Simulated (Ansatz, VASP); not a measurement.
## GaAs in VASP and in Ansatz

```xyz
2
Lattice="3.3287 0.0000 0.0000 0.0000 3.3287 0.0000 0.0000 0.0000 3.3287" Properties=species:S:1:pos:R:3 pbc="T T T"
Ga    0.0000    0.0000    0.0000
As    1.6643    1.6643    1.6643
```

Alike in both runs: task single point; functional PBE; k mesh 6 × 6 × 6; occupations fermi-dirac, width 0.02 eV; non-collinear spin, spin-orbit coupling.

|  | VASP | Ansatz |
| --- | --- | --- |
| version | VASP 6.6.1 | Ansatz 0.2.0 |
| potentials or method | VASP PAW PBE potentials, release 64 (Ga_d, As) | plane waves, PAW |
| plane-wave cutoff (eV) | 500 | 420 |
| valence electrons in the cell | 18 | 28 |

|  | VASP | Ansatz | Ansatz less VASP |
| --- | --- | --- | --- |
| net moment per atom (μB) | 0.00 | 0.00 | 0.000 |

VASP's potentials hold 18 valence electrons a cell and Ansatz's 28, so a difference there can come from the potentials and not from the codes. Ansatz's warnings: optics on partly filled bands.
